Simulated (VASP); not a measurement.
Here is a VASP 6.6.1 calculation.

The input INCAR:

```
PREC = Accurate ; ENCUT = 520
EDIFF = 1E-6 ; ISMEAR = 0
SIGMA = 0.15 ; LREAL = False
LASPH = True ; NELM = 100
ALGO = Fast ; ISIF = 2
LWAVE = False ; LCHARG = False
GGA = PE ; NBANDS = 28
```

KPOINTS

```
Automatic mesh
0
Gamma
  18 18 6
```

File POSCAR:

```
Ti3Al
1.0
    3.0775204873      0.0000000000      0.0000000000
   -1.5387602437      2.6652109227      0.0000000000
    0.0000000000      0.0000000000      8.5893596801
Ti Al
3 1
Direct
    0.6666666667      0.3333333333      0.0000000000
    0.3333333333      0.6666666667      0.7504575700
    0.3333333333      0.6666666667      0.2495424300
    0.6666666667      0.3333333333      0.5000000000
```

Potentials or basis: VASP PAW PBE potentials, release 64 (Ti_sv, Al).

Launch:

```bash
$ cat potpaw_PBE.64/Ti_sv/POTCAR potpaw_PBE.64/Al/POTCAR > POTCAR
$ mpirun -np 1 vasp_std > vasp.out
```

Q: What does it give for the largest force?

A: 0.064 eV/Å.

Q: Predict the band gap on the k mesh.

A: Zero (an odd number of electrons rules out a gap without spin polarisation).

Forces in eV/Å, atoms in the order of the input:
```
Ti   0.000  0.000  0.000
Ti   0.000  0.000  0.064
Ti   0.000  0.000 -0.064
Al   0.000  0.000  0.000
```
